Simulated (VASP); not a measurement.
# ZnS (P6_3mc) in VASP: settings compared

ZnS is run at these levels: PBE+D3(BJ), revPBE+D3(BJ), PBEsol; tasks: single point.

Program: VASP 6.6.1. These are calculated values, not measurements. Logs are shortened: lines on timing, memory, paths and dates and some standing lists are left out, and cuts for length are marked.

### Step 1. The cell of the first run

It takes space group P6_3mc (No. 186, hexagonal). Conventional cell: a = 3.873 Å, b = 3.873 Å, c = 12.685 Å, α = 90.00°, β = 90.00°, γ = 120.00°. Within 3.1 Å of Zn (site symmetry 3m) lie 4 S at 2.37 to 2.38 Å. Within 3.1 Å of Zn (site symmetry 3m) lie 4 S at 2.37 to 2.38 Å. S (site symmetry 3m) has 4 Zn at 2.37 to 2.38 Å within 3.1 Å. Within 3.1 Å of S (site symmetry 3m) lie 4 Zn at 2.37 to 2.38 Å.

### Step 2. Single point, PBE+D3(BJ)

The input, INCAR:

```
SYSTEM = ZnS
ALGO = Normal
EDIFF = 1E-6
ENCUT = 520
GGA = PE
ISIF = 2
ISMEAR = -1
IVDW = 12
LASPH = .TRUE.
LCHARG = .FALSE.
LREAL = .FALSE.
LWAVE = .FALSE.
NBANDS = 46
NELM = 80
PREC = Accurate
SIGMA = 0.05
```

The input, KPOINTS:

```
k-points
0
G
  8 8 3
  0 0 0
```

The input, POSCAR:

```
ZnS
1.0
    3.8730044530      0.0000000000      0.0000000000
   -1.9365022265      3.3541202452      0.0000000000
    0.0000000000      0.0000000000     12.6847557358
Zn S
4 4
Direct
    0.6666666667      0.3333333333      0.7500000000
    0.3333333333      0.6666666667      0.2500000000
    0.0000000000      0.0000000000      0.5000000000
    0.0000000000      0.0000000000      0.0000000000
    0.6666666667      0.3333333333      0.9375000000
    0.3333333333      0.6666666667      0.4375000000
    0.0000000000      0.0000000000      0.6875000000
    0.0000000000      0.0000000000      0.1875000000
```

Potentials or basis: VASP PAW PBE potentials, release 64 (Zn, S).

On the command line:

```bash
$ cat potpaw_PBE.64/Zn/POTCAR potpaw_PBE.64/S/POTCAR > POTCAR
$ mpirun -np 1 vasp_std > vasp.out
```

OUTCAR:

```text
SYSTEM = ZnS
   EDIFF = 1E-6
   ENCUT = 520
   GGA = PE
   ISIF = 2
   ISMEAR = -1
   IVDW = 12
   LASPH = .TRUE.
   LREAL = .FALSE.
   NELM = 80
   PREC = Accurate
 IVDW          = 12

 ion  position               nearest neighbor table
   1  0.667  0.333  0.750-   7 2.37   7 2.37   7 2.37   5 2.38
   2  0.333  0.667  0.250-   8 2.37   8 2.37   8 2.37   6 2.38
   3  0.000  0.000  0.500-   6 2.37   6 2.37   6 2.37   7 2.38
   4  0.000  0.000  0.000-   5 2.37   5 2.37   5 2.37   8 2.38
   5  0.667  0.333  0.938-   4 2.37   4 2.37   4 2.37   1 2.38
   6  0.333  0.667  0.438-   3 2.37   3 2.37   3 2.37   2 2.38
   7  0.000  0.000  0.688-   1 2.37   1 2.37   1 2.37   3 2.38
   8  0.000  0.000  0.188-   2 2.37   2 2.37   2 2.37   4 2.38

  LATTYP: Found a hexagonal cell.
 ALAT       =     3.8730044530
 C/A-ratio  =     3.2751719988

  Lattice vectors:

 A1 = (   3.8730044530,   0.0000000000,   0.0000000000)
 A2 = (  -1.9365022265,   3.3541202452,   0.0000000000)
 A3 = (   0.0000000000,   0.0000000000,  12.6847557358)

Analysis of symmetry for initial positions (statically):
=====================================================================
 Subroutine PRICEL returns:
 Original cell was already a primitive cell.

 Routine SETGRP: Setting up the symmetry group for a
 hexagonal supercell.

 Subroutine GETGRP returns: Found 12 space group operations
 (whereof  6 operations were pure point group operations)
 out of a pool of 24 trial point group operations.

The static configuration has the point symmetry C_3v.
 The point group associated with its full space group is C_6v.

Analysis of symmetry for dynamics (positions and initial velocities):
=====================================================================
 Subroutine PRICEL returns:
 Original cell was already a primitive cell.

 Routine SETGRP: Setting up the symmetry group for a
 hexagonal supercell.

 Subroutine GETGRP returns: Found 12 space group operations
 (whereof  6 operations were pure point group operations)
 out of a pool of 24 trial point group operations.

The dynamic configuration has the point symmetry C_3v.
 The point group associated with its full space group is C_6v.

 Subroutine INISYM returns: Found 12 space group operations
 (whereof  6 operations are pure point group operations),
 and found     1 'primitive' translations

----------------------------------------------------------------------------------------

                                     Primitive cell

  volume of cell :     164.7816

  direct lattice vectors                    reciprocal lattice vectors
     3.873004453  0.000000000  0.000000000     0.258197483  0.149070386  0.000000000
    -1.936502227  3.354120245  0.000000000     0.000000000  0.298140772  0.000000000
     0.000000000  0.000000000 12.684755736     0.000000000  0.000000000  0.078834786

  length of vectors
     3.873004453  3.873004453 12.684755736     0.298140772  0.298140772  0.078834786

  position of ions in fractional coordinates (direct lattice)
     0.666666667  0.333333333  0.750000000
     0.333333333  0.666666667  0.250000000
     0.000000000  0.000000000  0.500000000
     0.000000000  0.000000000  0.000000000
     0.666666667  0.333333333  0.937500000
     0.333333333  0.666666667  0.437500000
     0.000000000  0.000000000  0.687500000
     0.000000000  0.000000000  0.187500000

  ion indices of the primitive-cell ions
   primitive index   ion index
                 1           1
                 2           2
                 3           3
                 4           4
                 5           5
                 6           6
                 7           7
                 8           8

----------------------------------------------------------------------------------------

 KPOINTS: k-points

Automatic generation of k-mesh.
 Grid dimensions read from file:
 generate k-points for:    8    8    3

 Generating k-lattice:

  Cartesian coordinates                     Fractional coordinates (reciprocal lattice)
     0.032274685  0.018633798  0.000000000     0.125000000  0.000000000  0.000000000
     0.000000000  0.037267597  0.000000000     0.000000000  0.125000000  0.000000000
     0.000000000  0.000000000  0.026278262     0.000000000  0.000000000  0.333333333

  Length of vectors
     0.037267597  0.037267597  0.026278262

  Shift w.r.t. Gamma in fractional coordinates (k-lattice)
     0.000000000  0.000000000  0.000000000

 Subroutine IBZKPT returns following result:
 ===========================================

 Found     20 irreducible k-points:

 Following reciprocal coordinates:
            Coordinates               Weight
  0.000000  0.000000  0.000000      1.000000
  0.125000  0.000000  0.000000      6.000000
  0.250000  0.000000  0.000000      6.000000
  0.375000  0.000000  0.000000      6.000000
  0.500000  0.000000  0.000000      3.000000
  0.125000  0.125000  0.000000      6.000000
[... 12 lines left out ...]
  0.250000  0.250000  0.333333     12.000000
  0.375000  0.250000  0.333333     12.000000
   k-points           NKPTS =     20   k-points in BZ     NKDIM =     20   number of bands    NBANDS=     46
   number of dos      NEDOS =    301   number of ions     NIONS =      8
   total plane-waves  NPLWV =  86400
   dimension x,y,z NGX =    30 NGY =   30 NGZ =   96
   dimension x,y,z NGXF=    60 NGYF=   60 NGZF=  192
   ions per type =               4   4
   NGX,Y,Z   is equivalent  to a cutoff of  12.88, 12.88, 12.58 a.u.
   NGXF,Y,Z  is equivalent  to a cutoff of  25.75, 25.75, 25.16 a.u.
 SYSTEM =  ZnS
   PREC   = accura    normal or accurate (medium, high low for compatibility)
   ISTART =      0    job   : 0-new  1-cont  2-samecut
   ICHARG =      2    charge: 1-file 2-atom 10-const
   ISPIN  =      1    spin polarized calculation?
   LNONCOLLINEAR =      F non collinear calculations
   LSORBIT =      F    spin-orbit coupling
   LASPH  =      T    aspherical Exc in radial PAW
   ENCUT  =  520.0 eV  38.22 Ry    6.18 a.u.   7.20  7.20 23.59*2*pi/ulx,y,z
   NELM   =     80;   NELMIN=  2; NELMDL= -5     # of ELM steps
   EDIFF  = 0.1E-05   stopping-criterion for ELM
   LREAL  =      F    real-space projection
   EDIFFG = 0.1E-04   stopping-criterion for IOM
   NSW    =      0    number of steps for IOM
   IBRION =     -1    ionic relax: 0-MD 1-quasi-New 2-CG
   NFREE  =      0    steps in history (QN), initial steepest desc. (CG)
   ISIF   =      2    stress and relaxation
   ISYM   =      2    0-nonsym 1-usesym 2-fastsym
   POTIM  = 0.5000    time-step for ionic-motion
   TEBEG  =    0.0;   TEEND  =   0.0 temperature during run
   PSTRESS=    0.0 pullay stress
   NELECT =      72.0000    total number of electrons
   NUPDOWN=      -1.0000    fix difference up-down
   EMIN   =  10.00;   EMAX   =-10.00  energy-range for DOS
   EFERMI =   0.00;   METHOD = LEGACY
   ISMEAR =    -1;   SIGMA  =   0.05  broadening in eV -4-tet -1-fermi 0-gaus
   EFERMI_NEDOS =   21; number of points for ismear=-14 and -15
   IALGO  =     38    algorithm
   IMIX   =      4    mixing-type and parameters
     AMIX     =   0.40;   BMIX     =  1.00
     AMIX_MAG =   1.60;   BMIX_MAG =  1.00
  volume/ion in A,a.u.               =      20.60       139.00
  Fermi-wavevector in a.u.,A,eV,Ry     =   1.242270  2.347550 20.996992  1.543235
  Thomas-Fermi vector in A             =   2.376632
   LORBIT       =      0    0 simple, 1 ext, 2 COOP (PROOUT), +10 PAW based schemes
   GGA     = PE    functional components
   LHFCALC =     F    Hartree Fock is set to
   AEXX    =    0.0000 exact exchange contribution
   IVDW    =    12    specifies the selected vdW correction
   LEPSILON=     F    determine dielectric tensor
   LRPA    =     F    only Hartree local field effects (RPA)
 non-spin polarized calculation
  energy-cutoff  :      520.00
  volume of cell :      164.78
 maximum number of plane-waves:      4455
 NGX is ok and might be reduce to    30
   NGX = 15   NGY = 15   NGZ = 47

 number of electron      72.0000061 magnetization

 Free energy of the ion-electron system (eV)
  ---------------------------------------------------
  ext. energy  EPLUGINS =         0.00000000
  ---------------------------------------------------
  free energy    TOTEN  =       -27.38778829 eV

  energy without entropy =      -27.38778829  energy(sigma->0) =      -27.38778829

 E-fermi :   2.7530     XC(G=0):  -9.4253

 val. band max:        1.7231268843   @ k =   0.0000   0.0000   0.0000
 cond. band min:       3.6823583802   @ k =   0.0000   0.0000   0.0000
 fundamental gap:      1.9592314959
 Fermi energy:         2.7529528348

 k-point     1 :       0.0000    0.0000    0.0000
  band No.  band energies     occupation
      1     -11.1382      2.00000
      2     -10.7540      2.00000
      3     -10.7426      2.00000
      4     -10.2886      2.00000
      5      -4.4556      2.00000
      6      -4.4524      2.00000
[... 38 lines left out ...]
     45       8.4041      0.00000
     46       8.4308      0.00000

 k-point     2 :       0.1250    0.0000    0.0000
  band No.  band energies     occupation
      1     -11.0415      2.00000
      2     -10.6746      2.00000
      3     -10.6633      2.00000
      4     -10.2356      2.00000
      5      -4.4573      2.00000
      6      -4.4404      2.00000
[... 38 lines left out ...]
     45       8.3973      0.00000
     46       8.6576      0.00000

 k-point     3 :       0.2500    0.0000    0.0000
  band No.  band energies     occupation
      1     -10.7831      2.00000
      2     -10.4715      2.00000
      3     -10.4604      2.00000
      4     -10.1125      2.00000
      5      -4.4630      2.00000
      6      -4.4349      2.00000
[... 38 lines left out ...]
     45       8.7284      0.00000
     46       8.9325      0.00000

 k-point     4 :       0.3750    0.0000    0.0000
  band No.  band energies     occupation
      1     -10.4659      2.00000
      2     -10.2492      2.00000
      3     -10.2395      2.00000
      4     -10.0146      2.00000
      5      -4.4621      2.00000
      6      -4.3972      2.00000
[... 724 lines left out ...]
     45       8.6947      0.00000
     46       9.1622      0.00000

 k-point    19 :       0.2500    0.2500    0.3333
  band No.  band energies     occupation
      1     -10.2889      2.00000
      2     -10.2300      2.00000
      3     -10.0719      2.00000
      4     -10.0157      2.00000
      5      -4.3842      2.00000
      6      -4.3743      2.00000
[... 38 lines left out ...]
     45       8.8492      0.00000
     46       9.2031      0.00000

 k-point    20 :       0.3750    0.2500    0.3333
  band No.  band energies     occupation
      1     -10.1402      2.00000
      2     -10.1147      2.00000
      3     -10.0515      2.00000
      4     -10.0307      2.00000
      5      -4.3823      2.00000
      6      -4.3787      2.00000
[... 38 lines left out ...]
     45       8.9919      0.00000
     46       9.2319      0.00000

------------------------ aborting loop because EDIFF is reached ----------------------------------------

 Edisp (eV)   -2.34866

 E8    (eV) :    -0.9218

  FORCE on cell =-STRESS in cart. coord.  units (eV):
  Direction    XX          YY          ZZ          XY          YZ          ZX
  --------------------------------------------------------------------------------------
  -------------------------------------------------------------------------------------
  Total      -3.85827    -3.85827    -3.96988     0.00000     0.00000    -0.00000
  in kB     -37.51408   -37.51408   -38.59931     0.00000     0.00000    -0.00000
  external pressure =      -37.88 kB  Pullay stress =        0.00 kB

 VOLUME and BASIS-vectors are now :
 -----------------------------------------------------------------------------
  energy-cutoff  :      520.00
  volume of cell :      164.78
      direct lattice vectors                 reciprocal lattice vectors
     3.873004453  0.000000000  0.000000000     0.258197483  0.149070386  0.000000000
    -1.936502227  3.354120245  0.000000000     0.000000000  0.298140772  0.000000000
     0.000000000  0.000000000 12.684755736     0.000000000  0.000000000  0.078834786

 POSITION                                       TOTAL-FORCE (eV/Angst)
 -----------------------------------------------------------------------------------
      1.93650      1.11804      9.51357        -0.000000      0.000000      0.004732
     -0.00000      2.23608      3.17119        -0.000000      0.000000      0.004732
      0.00000      0.00000      6.34238        -0.000000      0.000000      0.017000
      0.00000      0.00000      0.00000         0.000000      0.000000      0.017000
      1.93650      1.11804     11.89196         0.000000     -0.000000      0.016035
     -0.00000      2.23608      5.54958        -0.000000      0.000000      0.016035
      0.00000      0.00000      8.72077        -0.000000      0.000000     -0.037767
      0.00000      0.00000      2.37839         0.000000     -0.000000     -0.037767
 -----------------------------------------------------------------------------------
    total drift:                               -0.000000     -0.000001     -0.000431

  FREE ENERGIE OF THE ION-ELECTRON SYSTEM (eV)
  ---------------------------------------------------
  free  energy   TOTEN  =       -29.7364519333 eV

  energy  without entropy=      -29.7364519331  energy(sigma->0) =      -29.73645193
```

Wall time 2.8 min (1 thread of Intel Xeon Platinum 8259CL at 2.50GHz (Skylake/Cascade Lake), shared host); peak memory 0.34 GiB.

What came out:

```yaml
Free_energy: -29.7365 eV
Pressure: -3.8 GPa
Largest_force: 0.038 eV/Å
Band_gap_on_the_k_mesh: 1.96 eV
Dispersion_energy_per_atom: -0.294 eV
```

Forces on the atoms (eV/Å):
```
Zn   0.000  0.000  0.005
Zn   0.000  0.000  0.005
Zn   0.000  0.000  0.017
Zn   0.000  0.000  0.017
S    0.000  0.000  0.016
S    0.000  0.000  0.016
S    0.000  0.000 -0.038
S    0.000  0.000 -0.038
```

Caveat: the cell stands under tension. A k mesh can miss the band edges.

(Part 1 of 2 ends here.)
